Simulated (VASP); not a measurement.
A run of VASP 6.6.1 is set up as follows.

INCAR

```
SYSTEM = NbAl6W
PREC = Accurate ; ENCUT = 500
EDIFF = 1E-6 ; ISMEAR = 0
SIGMA = 0.1 ; LREAL = .FALSE.
LASPH = .TRUE. ; NELM = 120
ALGO = Normal ; ISIF = 2
LWAVE = .FALSE. ; LCHARG = .TRUE.
GGA = PE ; LELF = .TRUE.
LVHAR = .TRUE. ; NBANDS = 32
GGA_COMPAT = .FALSE.
```

The input KPOINTS:

```
Automatic mesh
0
G
  6 6 6
  0 0 0
```

The input POSCAR:

```
NbAl6W
1.0
    0.0000000000      5.0543707214      5.0543707214
    5.0543707214      0.0000000000      5.0543707214
    5.0543707214      5.0543707214      0.0000000000
Al Nb W
6 1 1
Direct
    0.7547903533      0.2452096467      0.2452096467
    0.2452096467      0.7547903533      0.7547903533
    0.2452096467      0.7547903533      0.2452096467
    0.7547903533      0.2452096467      0.7547903533
    0.2452096467      0.2452096467      0.7547903533
    0.7547903533      0.7547903533      0.2452096467
    0.5000000000      0.5000000000      0.5000000000
    0.0000000000      0.0000000000      0.0000000000
```

Potentials or basis: VASP PAW PBE potentials, release 64 (Al, Nb_sv, W_sv).

Run with:

```bash
$ cat potpaw_PBE.64/Al/POTCAR potpaw_PBE.64/Nb_sv/POTCAR potpaw_PBE.64/W_sv/POTCAR > POTCAR
$ mpirun -np 1 vasp_std > vasp.out
```

Q: Estimate the band gap on the k mesh.

A: Zero (an odd number of electrons rules out a gap without spin polarisation).

Q: Estimate the pressure.

A: 0.0 GPa.

Forces on the atoms (eV/Å):
```
Al   0.002  0.000  0.000
Al  -0.002  0.000  0.000
Al   0.000  0.002  0.000
Al   0.000 -0.002  0.000
Al   0.000  0.000  0.002
Al   0.000  0.000 -0.002
Nb   0.000  0.000  0.000
W    0.000  0.000  0.000
```

Caveat: spin-orbit coupling is left out, which moves the levels of the heavy elements.
